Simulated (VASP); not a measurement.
# C2O (antifluorite type) (Fm-3m) in VASP: single point with PBE

Aim: the single point of C2O (antifluorite type) with PBE.

Everything below comes from runs of VASP 6.6.1. Logs are shortened: lines on timing, memory, paths and dates and some standing lists are left out, and cuts for length are marked.

### 1 The cell of the first run

The structure is cubic, space group Fm-3m (No. 225). Conventional cell: a = 4.916 Å, b = 4.916 Å, c = 4.916 Å, α = 90.00°, β = 90.00°, γ = 90.00°. C (site symmetry -43m) has 4 O at 2.13 Å and 6 C at 2.46 Å within 2.8 Å. O (site symmetry m-3m) has 8 C at 2.13 Å within 2.8 Å.

### 2 Single point, PBE

The input, INCAR:

```
SYSTEM = C2O
PREC = Accurate
ENCUT = 520
EDIFF = 1E-7
ISMEAR = -1
SIGMA = 0.06122561905347299
LREAL = .FALSE.
LASPH = .TRUE.
NELM = 60
ALGO = Normal
ISIF = 2
LWAVE = .FALSE.
LCHARG = .FALSE.
GGA = PE
NBANDS = 14
```

The input, KPOINTS:

```
regular mesh
0
G
  39 39 39
  0 0 0
```

The input, POSCAR:

```
C2O
1.0
    0.0000000000      2.4577668899      2.4577668899
    2.4577668899      0.0000000000      2.4577668899
    2.4577668899      2.4577668899      0.0000000000
C O
2 1
Direct
    0.2500000000      0.2500000000      0.2500000000
    0.7500000000      0.7500000000      0.7500000000
    0.0000000000      0.0000000000      0.0000000000
```

Potentials or basis: VASP PAW PBE potentials, release 64 (C, O).

Launch:

```sh
cat potpaw_PBE.64/C/POTCAR potpaw_PBE.64/O/POTCAR > POTCAR
mpirun -np 1 vasp_std > vasp.out
```

OUTCAR:

```text
SYSTEM = C2O
   PREC = Accurate
   ENCUT = 520
   EDIFF = 1E-7
   ISMEAR = -1
   LREAL = .FALSE.
   LASPH = .TRUE.
   NELM = 60
   ISIF = 2
   GGA = PE

 ion  position               nearest neighbor table
   1  0.250  0.250  0.250-
   2  0.750  0.750  0.750-
   3  0.000  0.000  0.000-

  LATTYP: Found a face centered cubic cell.
 ALAT       =     4.9155337798

  Lattice vectors:

 A1 = (   0.0000000000,   2.4577668899,   2.4577668899)
 A2 = (   2.4577668899,   0.0000000000,   2.4577668899)
 A3 = (   2.4577668899,   2.4577668899,   0.0000000000)

Analysis of symmetry for initial positions (statically):
=====================================================================
 Subroutine PRICEL returns:
 Original cell was already a primitive cell.

 Routine SETGRP: Setting up the symmetry group for a
 face centered cubic supercell.

 Subroutine GETGRP returns: Found 48 space group operations
 (whereof 48 operations were pure point group operations)
 out of a pool of 48 trial point group operations.

The static configuration has the point symmetry O_h .

Analysis of symmetry for dynamics (positions and initial velocities):
=====================================================================
 Subroutine PRICEL returns:
 Original cell was already a primitive cell.

 Routine SETGRP: Setting up the symmetry group for a
 face centered cubic supercell.

 Subroutine GETGRP returns: Found 48 space group operations
 (whereof 48 operations were pure point group operations)
 out of a pool of 48 trial point group operations.

The dynamic configuration has the point symmetry O_h .

 Subroutine INISYM returns: Found 48 space group operations
 (whereof 48 operations are pure point group operations),
 and found     1 'primitive' translations

----------------------------------------------------------------------------------------

                                     Primitive cell

  volume of cell :      29.6929

  direct lattice vectors                    reciprocal lattice vectors
     0.000000000  2.457766890  2.457766890    -0.203436706  0.203436706  0.203436706
     2.457766890  0.000000000  2.457766890     0.203436706 -0.203436706  0.203436706
     2.457766890  2.457766890  0.000000000     0.203436706  0.203436706 -0.203436706

  length of vectors
     3.475807269  3.475807269  3.475807269     0.352362711  0.352362711  0.352362711

  position of ions in fractional coordinates (direct lattice)
     0.250000000  0.250000000  0.250000000
     0.750000000  0.750000000  0.750000000
     0.000000000  0.000000000  0.000000000

  ion indices of the primitive-cell ions
   primitive index   ion index
                 1           1
                 2           2
                 3           3

----------------------------------------------------------------------------------------

 KPOINTS: regular mesh

Automatic generation of k-mesh.
 Grid dimensions read from file:
 generate k-points for:   39   39   39

 Generating k-lattice:

  Cartesian coordinates                     Fractional coordinates (reciprocal lattice)
    -0.005216326  0.005216326  0.005216326     0.025641026  0.000000000  0.000000000
     0.005216326 -0.005216326  0.005216326     0.000000000  0.025641026  0.000000000
     0.005216326  0.005216326 -0.005216326     0.000000000  0.000000000  0.025641026

  Length of vectors
     0.009034941  0.009034941  0.009034941

  Shift w.r.t. Gamma in fractional coordinates (k-lattice)
     0.000000000  0.000000000  0.000000000

 Subroutine IBZKPT returns following result:
 ===========================================

 Found   1540 irreducible k-points:

 Following reciprocal coordinates:
            Coordinates               Weight
  0.000000  0.000000  0.000000      1.000000
  0.025641  0.000000  0.000000      8.000000
  0.051282  0.000000  0.000000      8.000000
  0.076923  0.000000  0.000000      8.000000
  0.102564  0.000000  0.000000      8.000000
  0.128205  0.000000  0.000000      8.000000
[... 16 lines left out ...]
  0.076923  0.025641  0.000000     24.000000
  0.102564  0.025641  0.000000     24.000000
 [... further k-points ...]
   k-points           NKPTS =   1540   k-points in BZ     NKDIM =   1540   number of bands    NBANDS=     14
   number of dos      NEDOS =    301   number of ions     NIONS =      3
   total plane-waves  NPLWV =  21952
   dimension x,y,z NGX =    28 NGY =   28 NGZ =   28
   dimension x,y,z NGXF=    56 NGYF=   56 NGZF=   56
   ions per type =               2   1
   NGX,Y,Z   is equivalent  to a cutoff of  13.39, 13.39, 13.39 a.u.
   NGXF,Y,Z  is equivalent  to a cutoff of  26.78, 26.78, 26.78 a.u.
 SYSTEM =  C2O
   PREC   = accura    normal or accurate (medium, high low for compatibility)
   ISTART =      0    job   : 0-new  1-cont  2-samecut
   ICHARG =      2    charge: 1-file 2-atom 10-const
   ISPIN  =      1    spin polarized calculation?
   LNONCOLLINEAR =      F non collinear calculations
   LSORBIT =      F    spin-orbit coupling
   LASPH  =      T    aspherical Exc in radial PAW
   ENCUT  =  520.0 eV  38.22 Ry    6.18 a.u.   6.46  6.46  6.46*2*pi/ulx,y,z
   NELM   =     60;   NELMIN=  2; NELMDL= -5     # of ELM steps
   EDIFF  = 0.1E-06   stopping-criterion for ELM
   LREAL  =      F    real-space projection
   EDIFFG = 0.1E-05   stopping-criterion for IOM
   NSW    =      0    number of steps for IOM
   IBRION =     -1    ionic relax: 0-MD 1-quasi-New 2-CG
   NFREE  =      0    steps in history (QN), initial steepest desc. (CG)
   ISIF   =      2    stress and relaxation
   ISYM   =      2    0-nonsym 1-usesym 2-fastsym
   POTIM  = 0.5000    time-step for ionic-motion
   TEBEG  =    0.0;   TEEND  =   0.0 temperature during run
   PSTRESS=    0.0 pullay stress
   NELECT =      14.0000    total number of electrons
   NUPDOWN=      -1.0000    fix difference up-down
   EMIN   =  10.00;   EMAX   =-10.00  energy-range for DOS
   EFERMI =   0.00;   METHOD = LEGACY
   ISMEAR =    -1;   SIGMA  =   0.06  broadening in eV -4-tet -1-fermi 0-gaus
   EFERMI_NEDOS =   21; number of points for ismear=-14 and -15
   IALGO  =     38    algorithm
   IMIX   =      4    mixing-type and parameters
     AMIX     =   0.40;   BMIX     =  1.00
     AMIX_MAG =   1.60;   BMIX_MAG =  1.00
  volume/ion in A,a.u.               =       9.90        66.79
  Fermi-wavevector in a.u.,A,eV,Ry     =   1.274188  2.407866 22.089805  1.623555
  Thomas-Fermi vector in A             =   2.406970
   LORBIT       =      0    0 simple, 1 ext, 2 COOP (PROOUT), +10 PAW based schemes
   GGA     = PE    functional components
   LHFCALC =     F    Hartree Fock is set to
   AEXX    =    0.0000 exact exchange contribution
   IVDW    =     0    specifies the selected vdW correction
   LEPSILON=     F    determine dielectric tensor
   LRPA    =     F    only Hartree local field effects (RPA)
 non-spin polarized calculation
  energy-cutoff  :      520.00
  volume of cell :       29.69
 maximum number of plane-waves:       824
 NGX is ok and might be reduce to    28
   NGX = 13   NGY = 13   NGZ = 13

 number of electron      14.0000004 magnetization

 Free energy of the ion-electron system (eV)
  ---------------------------------------------------
  ext. energy  EPLUGINS =         0.00000000
  ---------------------------------------------------
  free energy    TOTEN  =       -11.69302169 eV

  energy without entropy =      -11.66011955  energy(sigma->0) =      -11.67657062

 E-fermi :   3.5829     XC(G=0): -10.9051

 val. band max:        3.5826552058   @ k =  -0.3333   0.2821   0.0256
 cond. band min:       3.5832173709   @ k =  -0.3333   0.1282   0.0256
 fundamental gap:      0.0005621651
 Fermi energy:         3.5829259183

 k-point     1 :       0.0000    0.0000    0.0000
  band No.  band energies     occupation
      1     -16.5499      2.00000
      2      -6.0115      2.00000
      3      -1.3129      2.00000
      4      -0.6003      2.00000
      5      -0.6003      2.00000
      6      -0.6003      2.00000
      7       2.1399      2.00000
      8       2.1399      2.00000
      9       2.1399      2.00000
     10       7.1142      0.00000
     11       7.1142      0.00000
     12       7.1142      0.00000
     13      17.3451      0.00000
     14      18.8598      0.00000

 k-point     2 :       0.0256    0.0000    0.0000
  band No.  band energies     occupation
      1     -16.5450      2.00000
      2      -6.0228      2.00000
      3      -1.3439      2.00000
      4      -0.6104      2.00000
      5      -0.6097      2.00000
      6      -0.6097      2.00000
      7       2.1531      2.00000
      8       2.1531      2.00000
      9       2.1992      2.00000
     10       7.1050      0.00000
     11       7.1050      0.00000
     12       7.1056      0.00000
     13      17.3369      0.00000
     14      18.8800      0.00000

 k-point     3 :       0.0513    0.0000    0.0000
  band No.  band energies     occupation
      1     -16.5305      2.00000
      2      -6.0558      2.00000
      3      -1.4474      2.00000
      4      -0.6373      2.00000
      5      -0.6373      2.00000
      6      -0.6172      2.00000
      7       2.1920      2.00000
      8       2.1920      2.00000
      9       2.3630      2.00000
     10       7.0781      0.00000
     11       7.0781      0.00000
     12       7.0806      0.00000
     13      17.3115      0.00000
     14      18.9392      0.00000
[... 324 lines left out ...]
 k-point    23 :       0.0769    0.0256    0.0000
  band No.  band energies     occupation
      1     -16.5115      2.00000
      2      -6.0987      2.00000
      3      -1.5817      2.00000
      4      -0.7178      2.00000
      5      -0.6593      2.00000
      6      -0.5819      2.00000
      7       2.2368      2.00000
      8       2.2753      2.00000
      9       2.5356      2.00000
     10       6.9308      0.00000
     11       7.1018      0.00000
     12       7.1036      0.00000
     13      17.2762      0.00000
     14      18.9855      0.00000

 k-point    24 :       0.1026    0.0256    0.0000
  band No.  band energies     occupation
      1     -16.4818      2.00000
      2      -6.1645      2.00000
      3      -1.8104      2.00000
      4      -0.7810      2.00000
      5      -0.6664      2.00000
      6      -0.5480      2.00000
      7       2.3026      2.00000
      8       2.3569      2.00000
      9       2.8037      1.99999
     10       6.8465      0.00000
     11       7.0670      0.00000
     12       7.0708      0.00000
     13      17.2188      0.00000
     14      19.0935      0.00000

 [... further k-points ...]
[... 5 lines left out ...]
  --------------------------------------------------------------------------------------
  -------------------------------------------------------------------------------------
  Total       -0.7789098     -0.7789098     -0.7789098     -0.0000000     -0.0000000     -0.0000000
  in kB      -42.0286750    -42.0286750    -42.0286750     -0.0000000     -0.0000000     -0.0000000
  external PRESSURE =     -42.0286750 kB  Pullay stress =       0.0000000 kB

 VOLUME and BASIS-vectors are now :
 -----------------------------------------------------------------------------
  energy-cutoff  :      520.00
  volume of cell :       29.69
      direct lattice vectors                 reciprocal lattice vectors
     0.000000000  2.457766890  2.457766890    -0.203436706  0.203436706  0.203436706
     2.457766890  0.000000000  2.457766890     0.203436706 -0.203436706  0.203436706
     2.457766890  2.457766890  0.000000000     0.203436706  0.203436706 -0.203436706

 POSITION                                       TOTAL-FORCE (eV/Angst)
 -----------------------------------------------------------------------------------
      1.22888      1.22888      1.22888         0.000000      0.000000      0.000000
      3.68665      3.68665      3.68665        -0.000000     -0.000000     -0.000000
      0.00000      0.00000      0.00000        -0.000000      0.000000     -0.000000
 -----------------------------------------------------------------------------------
    total drift:                               -0.000000     -0.000000      0.000000

  FREE ENERGIE OF THE ION-ELECTRON SYSTEM (eV)
  ---------------------------------------------------
  free  energy   TOTEN  =       -11.6930216930 eV

  energy  without entropy=      -11.6601195460  energy(sigma->0) =      -11.67657062
```

Wall time 8.9 min (1 thread of Intel Xeon 6975P-C, shared host); peak memory 0.62 GiB.

Results:

* Free energy: -11.6930 eV
* Pressure: -4.2 GPa
* Band gap on the k mesh: zero (band 7 reaches 4.12 eV, above the bottom of band 8 at 2.14 eV)

Levels at points of the mesh, in eV from the Fermi level:
| k point | band 3 | band 4 | band 5 | band 6 | band 7 | band 8 | band 9 | band 10 | band 11 | band 12 |
| --- | --- | --- | --- | --- | --- | --- | --- | --- | --- | --- |
| (0.00, 0.00, 0.00) | -4.90 | -4.18 | -4.18 | -4.18 | -1.44 | -1.44 | -1.44 | 3.53 | 3.53 | 3.53 |
